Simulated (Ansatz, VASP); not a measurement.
**B in VASP and in Ansatz**

Contents of INCAR:

```
ALGO = Normal
EDIFF = 1E-6
EDIFFG = -0.04
ENCUT = 600
GGA = PE
IBRION = 2
ISIF = 3
ISMEAR = 0
LASPH = T
LCHARG = F
LREAL = F
LWAVE = F
NELM = 80
NSW = 90
PREC = Accurate
SIGMA = 0.1
```

File KPOINTS:

```
k-points
0
Gamma
  4 4 4
```

Contents of POSCAR:

```
B
1.0
    3.9646824400     -2.4121689900      0.0000000000
    3.9646824400      2.4121689900      0.0000000000
    0.0000000000      0.0000000000      4.4187040100
B
12
Direct
    0.2266267500      0.7733732500      0.0690149400
    0.7733732500      0.2266267500      0.5690149400
    0.2266267500      0.7733732500      0.4309850600
    0.7733732500      0.2266267500      0.9309850600
    0.4825087400      0.1696623100      0.4333017200
    0.5174912600      0.8303376900      0.9333017200
    0.8303376900      0.5174912600      0.0666982800
    0.1696623100      0.4825087400      0.5666982800
    0.5174912600      0.8303376900      0.5666982800
    0.4825087400      0.1696623100      0.0666982800
    0.1696623100      0.4825087400      0.9333017200
    0.8303376900      0.5174912600      0.4333017200
```

Input for Ansatz:

```yaml
crystal:
  lattice:
    - [3.96468244, -2.41216899, 0.0]
    - [3.96468244, 2.41216899, 0.0]
    - [0.0, 0.0, 4.41870401]
  atoms:
    - { symbol: B, position: [0.22662675, 0.77337325, 0.06901494] }
    - { symbol: B, position: [0.77337325, 0.22662675, 0.56901494] }
    - { symbol: B, position: [0.22662675, 0.77337325, 0.43098506] }
    - { symbol: B, position: [0.77337325, 0.22662675, 0.93098506] }
    - { symbol: B, position: [0.48250874, 0.16966231, 0.43330172] }
    - { symbol: B, position: [0.51749126, 0.83033769, 0.93330172] }
    - { symbol: B, position: [0.83033769, 0.51749126, 0.06669828] }
    - { symbol: B, position: [0.16966231, 0.48250874, 0.56669828] }
    - { symbol: B, position: [0.51749126, 0.83033769, 0.56669828] }
    - { symbol: B, position: [0.48250874, 0.16966231, 0.06669828] }
    - { symbol: B, position: [0.16966231, 0.48250874, 0.93330172] }
    - { symbol: B, position: [0.83033769, 0.51749126, 0.43330172] }
basis:
  ecutwfc: 420
kpoints:
  mp_grid: { grid: [4, 4, 4] }
hamiltonian:
  xc: pbe
scf:
  occupations: { method: gaussian, width: 0.1 }
  lower_state_search: "off"
output:
  forces: true
  stress: true
  eigenvalues: true
relax:
  adjacent_minimum: "off"
  f_tol: 0.04
  max_steps: 70
  cell: { stress_tol: 0.4 }
```

Alike in both runs: task relaxation of cell and atoms; functional PBE; k mesh 4 × 4 × 4; occupations gaussian, width 0.1 eV; no spin polarisation.

|  | VASP | Ansatz |
| --- | --- | --- |
| version | VASP 6.6.1 | Ansatz 0.2.0 |
| potentials or method | VASP PAW PBE potentials, release 64 (B), cutoff 600 eV | scalar-relativistic, plane waves, PAW |
| valence electrons in the cell | 36 | 36 |

VASP gave:

| Quantity | Value |
| --- | --- |
| gap on the k mesh at the Fermi level, each at its own relaxed structure (eV) | none |
| relaxed volume (Å³/atom) | 6.76 |
| relaxed cell length with the largest relative difference (Å) | 5.425 |

**Question.** Estimate Ansatz's values.

**Answer.** gap on the k mesh at the Fermi level, each at its own relaxed structure (eV): none; relaxed volume (Å³/atom): 6.76; relaxed cell length with the largest relative difference (Å): 5.418.

A gap of «none» marks a metal or a gap that the smearing closes.

The k mesh is coarse, so the values compare programs but aren't converged.
